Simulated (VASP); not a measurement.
# In (P6_3/mmc) in VASP: further runs

In is run at these levels: BLYP; tasks: single point, relaxation of cell and atoms.

Everything below comes from runs of VASP 6.6.1. Logs are shortened: lines on timing, memory, paths and dates and some standing lists are left out, and cuts for length are marked.

## Step 1: The cell of the first run

Symmetry: P6_3/mmc, No. 194, hexagonal system. Conventional cell: a = 3.631 Å, b = 3.631 Å, c = 11.788 Å, α = 90.00°, β = 90.00°, γ = 120.00°. Within 4.8 Å of In (site symmetry -3m) lie 12 In at 3.62 to 3.63 Å. In (site symmetry -6m2) has 12 In at 3.62 to 3.63 Å within 4.8 Å.

This isn't the form of In at room conditions, which is tetragonal.

## Step 2: Single point, BLYP (33.66 Å³/atom)

Input file INCAR:

```
AGGAC = 1.0
AGGAX = 1.0
ALDAC = 0.0
ALDAX = 1.0
ALGO = Normal
EDIFF = 1E-6
ENCUT = 520
GGA = B5
ISIF = 2
ISMEAR = -1
LASPH = True
LCHARG = False
LREAL = False
LWAVE = False
NBANDS = 34
NELM = 60
PREC = Accurate
SIGMA = 0.1
```

Input file KPOINTS:

```
k-points
0
Gamma
  12 12 3
```

Input file POSCAR:

```
In
1.0
    3.6313788137      0.0000000000      0.0000000000
   -1.8156894068      3.1448663034      0.0000000000
    0.0000000000      0.0000000000     11.7883908555
In
4
Direct
    0.0000000000      0.0000000000      1.0000000000
    0.0000000000      1.0000000000      0.5000000000
    0.3333333333      0.6666666667      0.2500000000
    0.6666666667      0.3333333333      0.7500000000
```

Potentials or basis: VASP PAW PBE potentials, release 64 (In_d).

Launch:

```sh
$ cat potpaw_PBE.64/In_d/POTCAR > POTCAR
$ mpirun -np 1 vasp_std > vasp.out
```

OUTCAR:

```text
EDIFF = 1E-6
   ENCUT = 520
   GGA = B5
   ISIF = 2
   ISMEAR = -1
   LASPH = True
   LREAL = False
   NELM = 60
   PREC = Accurate

 ion  position               nearest neighbor table
   1  0.000  0.000  0.000-   3 3.62   4 3.62   3 3.62   4 3.62   4 3.62   3 3.62
   2  0.000  0.000  0.500-   3 3.62   4 3.62   3 3.62   4 3.62   4 3.62   3 3.62
   3  0.333  0.667  0.250-   1 3.62   2 3.62   1 3.62   2 3.62   1 3.62   2 3.62
   4  0.667  0.333  0.750-   1 3.62   2 3.62   1 3.62   2 3.62   1 3.62   2 3.62

  LATTYP: Found a hexagonal cell.
 ALAT       =     3.6313788137
 C/A-ratio  =     3.2462575403

  Lattice vectors:

 A1 = (   3.6313788137,   0.0000000000,   0.0000000000)
 A2 = (  -1.8156894068,   3.1448663034,   0.0000000000)
 A3 = (   0.0000000000,   0.0000000000,  11.7883908555)

Analysis of symmetry for initial positions (statically):
=====================================================================
 Subroutine PRICEL returns:
 Original cell was already a primitive cell.

 Routine SETGRP: Setting up the symmetry group for a
 hexagonal supercell.

 Subroutine GETGRP returns: Found 24 space group operations
 (whereof 12 operations were pure point group operations)
 out of a pool of 24 trial point group operations.

The static configuration has the point symmetry D_3d.
 The point group associated with its full space group is D_6h.

Analysis of symmetry for dynamics (positions and initial velocities):
=====================================================================
 Subroutine PRICEL returns:
 Original cell was already a primitive cell.

 Routine SETGRP: Setting up the symmetry group for a
 hexagonal supercell.

 Subroutine GETGRP returns: Found 24 space group operations
 (whereof 12 operations were pure point group operations)
 out of a pool of 24 trial point group operations.

The dynamic configuration has the point symmetry D_3d.
 The point group associated with its full space group is D_6h.

 Subroutine INISYM returns: Found 24 space group operations
 (whereof 12 operations are pure point group operations),
 and found     1 'primitive' translations

----------------------------------------------------------------------------------------

                                     Primitive cell

  volume of cell :     134.6258

  direct lattice vectors                    reciprocal lattice vectors
     3.631378814  0.000000000  0.000000000     0.275377495  0.158989271  0.000000000
    -1.815689407  3.144866303  0.000000000     0.000000000  0.317978541  0.000000000
     0.000000000  0.000000000 11.788390855     0.000000000  0.000000000  0.084829220

  length of vectors
     3.631378814  3.631378814 11.788390855     0.317978541  0.317978541  0.084829220

  position of ions in fractional coordinates (direct lattice)
     0.000000000  0.000000000  0.000000000
     0.000000000  0.000000000  0.500000000
     0.333333333  0.666666667  0.250000000
     0.666666667  0.333333333  0.750000000

  ion indices of the primitive-cell ions
   primitive index   ion index
                 1           1
                 2           2
                 3           3
                 4           4

----------------------------------------------------------------------------------------

 KPOINTS: k-points

Automatic generation of k-mesh.
 Grid dimensions read from file:
 generate k-points for:   12   12    3

 Generating k-lattice:

  Cartesian coordinates                     Fractional coordinates (reciprocal lattice)
     0.022948125  0.013249106  0.000000000     0.083333333  0.000000000  0.000000000
     0.000000000  0.026498212  0.000000000     0.000000000  0.083333333  0.000000000
     0.000000000  0.000000000  0.028276407     0.000000000  0.000000000  0.333333333

  Length of vectors
     0.026498212  0.026498212  0.028276407

  Shift w.r.t. Gamma in fractional coordinates (k-lattice)
     0.000000000  0.000000000  0.000000000

 Subroutine IBZKPT returns following result:
 ===========================================

 Found     38 irreducible k-points:

 Following reciprocal coordinates:
            Coordinates               Weight
  0.000000  0.000000  0.000000      1.000000
  0.083333  0.000000  0.000000      6.000000
  0.166667  0.000000  0.000000      6.000000
  0.250000  0.000000  0.000000      6.000000
  0.333333  0.000000  0.000000      6.000000
  0.416667  0.000000  0.000000      6.000000
[... 16 lines left out ...]
  0.250000  0.000000  0.333333     12.000000
  0.333333  0.000000  0.333333     12.000000
 [... further k-points ...]
   k-points           NKPTS =     38   k-points in BZ     NKDIM =     38   number of bands    NBANDS=     34
   number of dos      NEDOS =    301   number of ions     NIONS =      4
   total plane-waves  NPLWV =  70560
   dimension x,y,z NGX =    28 NGY =   28 NGZ =   90
   dimension x,y,z NGXF=    56 NGYF=   56 NGZF=  180
   ions per type =               4
   NGX,Y,Z   is equivalent  to a cutoff of  12.82, 12.82, 12.69 a.u.
   NGXF,Y,Z  is equivalent  to a cutoff of  25.64, 25.64, 25.38 a.u.
 SYSTEM =  unknown system
   PREC   = accura    normal or accurate (medium, high low for compatibility)
   ISTART =      0    job   : 0-new  1-cont  2-samecut
   ICHARG =      2    charge: 1-file 2-atom 10-const
   ISPIN  =      1    spin polarized calculation?
   LNONCOLLINEAR =      F non collinear calculations
   LSORBIT =      F    spin-orbit coupling
   LASPH  =      T    aspherical Exc in radial PAW
   ENCUT  =  520.0 eV  38.22 Ry    6.18 a.u.   6.75  6.75 21.92*2*pi/ulx,y,z
   NELM   =     60;   NELMIN=  2; NELMDL= -5     # of ELM steps
   EDIFF  = 0.1E-05   stopping-criterion for ELM
   LREAL  =      F    real-space projection
   EDIFFG = 0.1E-04   stopping-criterion for IOM
   NSW    =      0    number of steps for IOM
   IBRION =     -1    ionic relax: 0-MD 1-quasi-New 2-CG
   NFREE  =      0    steps in history (QN), initial steepest desc. (CG)
   ISIF   =      2    stress and relaxation
   ISYM   =      2    0-nonsym 1-usesym 2-fastsym
   POTIM  = 0.5000    time-step for ionic-motion
   TEBEG  =    0.0;   TEEND  =   0.0 temperature during run
   PSTRESS=    0.0 pullay stress
   NELECT =      52.0000    total number of electrons
   NUPDOWN=      -1.0000    fix difference up-down
   EMIN   =  10.00;   EMAX   =-10.00  energy-range for DOS
   EFERMI =   0.00;   METHOD = LEGACY
   ISMEAR =    -1;   SIGMA  =   0.10  broadening in eV -4-tet -1-fermi 0-gaus
   EFERMI_NEDOS =   21; number of points for ismear=-14 and -15
   IALGO  =     38    algorithm
   IMIX   =      4    mixing-type and parameters
     AMIX     =   0.40;   BMIX     =  1.00
     AMIX_MAG =   1.60;   BMIX_MAG =  1.00
  volume/ion in A,a.u.               =      33.66       227.12
  Fermi-wavevector in a.u.,A,eV,Ry     =   1.192248  2.253022 19.340066  1.421455
  Thomas-Fermi vector in A             =   2.328290
   LORBIT       =      0    0 simple, 1 ext, 2 COOP (PROOUT), +10 PAW based schemes
   GGA     = B5    functional components
   LHFCALC =     F    Hartree Fock is set to
   AEXX    =    0.0000 exact exchange contribution
   IVDW    =     0    specifies the selected vdW correction
   LEPSILON=     F    determine dielectric tensor
   LRPA    =     F    only Hartree local field effects (RPA)
 non-spin polarized calculation
  energy-cutoff  :      520.00
  volume of cell :      134.63
 maximum number of plane-waves:      3640
 NGX is ok and might be reduce to    28
   NGX = 13   NGY = 13   NGZ = 43

 number of electron      52.0000018 magnetization

 Free energy of the ion-electron system (eV)
  ---------------------------------------------------
  ext. energy  EPLUGINS =         0.00000000
  ---------------------------------------------------
  free energy    TOTEN  =        -7.43867762 eV

  energy without entropy =       -7.35075132  energy(sigma->0) =       -7.39471447

 E-fermi :   5.4260     XC(G=0):  -8.5369

 val. band max:        5.3936500783   @ k =   0.2500   0.2500   0.3333
 cond. band min:       5.4476621136   @ k =   0.4167   0.1667   0.0000
 fundamental gap:      0.0540120353
 Fermi energy:         5.4259537437

 k-point     1 :       0.0000    0.0000    0.0000
  band No.  band energies     occupation
      1      -9.0819      2.00000
      2      -9.0765      2.00000
      3      -9.0735      2.00000
      4      -9.0735      2.00000
      5      -9.0614      2.00000
      6      -9.0614      2.00000
[... 26 lines left out ...]
     33      12.6544      0.00000
     34      13.4969      0.00000

 k-point     2 :       0.0833    0.0000    0.0000
  band No.  band energies     occupation
      1      -9.0807      2.00000
      2      -9.0780      2.00000
      3      -9.0706      2.00000
      4      -9.0698      2.00000
      5      -9.0656      2.00000
      6      -9.0626      2.00000
[... 26 lines left out ...]
     33      12.3410      0.00000
     34      12.9069      0.00000

 k-point     3 :       0.1667    0.0000    0.0000
  band No.  band energies     occupation
      1      -9.0958      2.00000
      2      -9.0874      2.00000
      3      -9.0762      2.00000
      4      -9.0613      2.00000
      5      -9.0589      2.00000
      6      -9.0487      2.00000
[... 26 lines left out ...]
     33      11.6780      0.00000
     34      11.6906      0.00000

 k-point     4 :       0.2500    0.0000    0.0000
  band No.  band energies     occupation
      1      -9.1178      2.00000
      2      -9.1004      2.00000
      3      -9.0868      2.00000
      4      -9.0644      2.00000
      5      -9.0586      2.00000
      6      -9.0452      2.00000
[... 26 lines left out ...]
     33      10.9993      0.00000
     34      11.0156      0.00000

 k-point     5 :       0.3333    0.0000    0.0000
  band No.  band energies     occupation
      1      -9.1384      2.00000
      2      -9.1137      2.00000
      3      -9.0961      2.00000
      4      -9.0835      2.00000
      5      -9.0683      2.00000
      6      -9.0559      2.00000
[... 621 lines left out ...]
 k-point    22 :       0.1667    0.0000    0.3333
  band No.  band energies     occupation
      1      -9.0953      2.00000
      2      -9.0919      2.00000
      3      -9.0698      2.00000
      4      -9.0621      2.00000
      5      -9.0549      2.00000
      6      -9.0475      2.00000
[... 26 lines left out ...]
     33      11.1591      0.00000
     34      12.4105      0.00000

 k-point    23 :       0.2500    0.0000    0.3333
  band No.  band energies     occupation
      1      -9.1157      2.00000
      2      -9.1083      2.00000
      3      -9.0764      2.00000
      4      -9.0610      2.00000
      5      -9.0567      2.00000
      6      -9.0477      2.00000
[... 26 lines left out ...]
     33      10.9315      0.00000
     34      11.7864      0.00000

 k-point    24 :       0.3333    0.0000    0.3333
  band No.  band energies     occupation
      1      -9.1345      2.00000
      2      -9.1235      2.00000
      3      -9.0848      2.00000
      4      -9.0756      2.00000
      5      -9.0669      2.00000
      6      -9.0600      2.00000
[... 26 lines left out ...]
     33      10.6577      0.00000
     34      11.2621      0.00000

 [... further k-points ...]
[... 5 lines left out ...]
  --------------------------------------------------------------------------------------
  -------------------------------------------------------------------------------------
  Total       -1.1935980     -1.1935980     -1.2571909     -0.0000000     -0.0000000      0.0000000
  in kB      -14.2049726    -14.2049726    -14.9617890     -0.0000000     -0.0000000      0.0000000
  external PRESSURE =     -14.4572448 kB  Pullay stress =       0.0000000 kB

 VOLUME and BASIS-vectors are now :
 -----------------------------------------------------------------------------
  energy-cutoff  :      520.00
  volume of cell :      134.63
      direct lattice vectors                 reciprocal lattice vectors
     3.631378814  0.000000000  0.000000000     0.275377495  0.158989271  0.000000000
    -1.815689407  3.144866303  0.000000000     0.000000000  0.317978541  0.000000000
     0.000000000  0.000000000 11.788390855     0.000000000  0.000000000  0.084829220

 POSITION                                       TOTAL-FORCE (eV/Angst)
 -----------------------------------------------------------------------------------
      0.00000      0.00000      0.00000         0.000000      0.000000     -0.000000
      0.00000      0.00000      5.89420        -0.000000      0.000000     -0.000000
     -0.00000      2.09658      2.94710         0.000000     -0.000000      0.000000
      1.81569      1.04829      8.84129        -0.000000      0.000000      0.000000
 -----------------------------------------------------------------------------------
    total drift:                                0.000000     -0.000000      0.000000

  FREE ENERGIE OF THE ION-ELECTRON SYSTEM (eV)
  ---------------------------------------------------
  free  energy   TOTEN  =        -7.4386776211 eV

  energy  without entropy=       -7.3507513172  energy(sigma->0) =       -7.39471447
```

It took 5 min on 1 thread of Intel Xeon 8259CL, shared host; peak memory 0.31 GiB.

Results:

* Free energy: -7.4387 eV
* Pressure: -1.4 GPa
* Band gap on the k mesh: zero (bands 26 and 27 overlap by 3.58 eV)

Caveat: the PAW data sets were made with another functional, which shifts forces and pressure a little; spin-orbit coupling is left out, which moves the levels of the heavy elements.

## Step 3: Single point, BLYP (34.90 Å³/atom)

This run uses another cell than the first one, of 34.90 Å³/atom.

Input file INCAR:

```
AGGAC    = 1.0          
AGGAX    = 1.0          
ALDAC    = 0.0          
ALDAX    = 1.0          
ALGO     = Normal         # electronic algorithm
EDIFF    = 1E-6           # SCF threshold, eV
ENCUT    = 520            # plane-wave cutoff, eV
GGA      = B5             # functional
ISIF     = 2              # what is computed and relaxed
ISMEAR   = -1             # smearing method
LASPH    = True           # aspherical terms in the spheres
LCHARG   = False          # write CHGCAR
LREAL    = False          # projectors in reciprocal space
LWAVE    = False          # write WAVECAR
NBANDS   = 34             # bands
NELM     = 100            # most SCF steps
PREC     = Accurate       # precision mode
SIGMA    = 0.1            # smearing width, eV
```

KPOINTS is that of step 2.

Input file POSCAR:

```
In
1.0
    3.6756682861      0.0000000000      0.0000000000
   -1.8378341430      3.1832221117      0.0000000000
    0.0000000000      0.0000000000     11.9321658893
In
4
Direct
    0.0000000000      0.0000000000      1.0000000000
    0.0000000000      1.0000000000      0.5000000000
    0.3333333333      0.6666666667      0.2500000000
    0.6666666667      0.3333333333      0.7500000000
```

Potentials or basis: VASP PAW PBE potentials, release 64 (In_d).

Launch:

```sh
$ cat potpaw_PBE.64/In_d/POTCAR > POTCAR
$ mpirun -np 1 vasp_std > vasp.out
```

Run time: 5.5 min. Hardware: 1 thread of Intel Xeon 8259CL, shared host; peak memory 0.31 GiB.

Results (log left out):

```
Free energy            : -7.3891 eV
Pressure               : -1.9 GPa
Band gap on the k mesh : zero (bands 26 and 27 overlap by 3.44 eV)
```

Stress tensor (GPa, compression positive):
```
-1.88  0.00  0.00
 0.00 -1.88  0.00
 0.00  0.00 -2.01
```

Levels at points of the mesh, in eV from the Fermi level:
```
           k point  band 24  band 25  band 26  band 27  band 28  band 29
(0.00, 0.00, 0.00)    -4.27    -2.15     2.48     2.49     6.27     6.27
(0.50, 0.00, 0.00)    -3.13    -1.99    -1.76    -0.15     0.20     1.43
```

Caveat: the PAW data sets were made with another functional, which shifts forces and pressure a little; spin-orbit coupling is left out, which moves the levels of the heavy elements.

(Part 1 of 2 ends here.)

The gap in the log of VASP goes by the Fermi energy; the results here count the filled bands.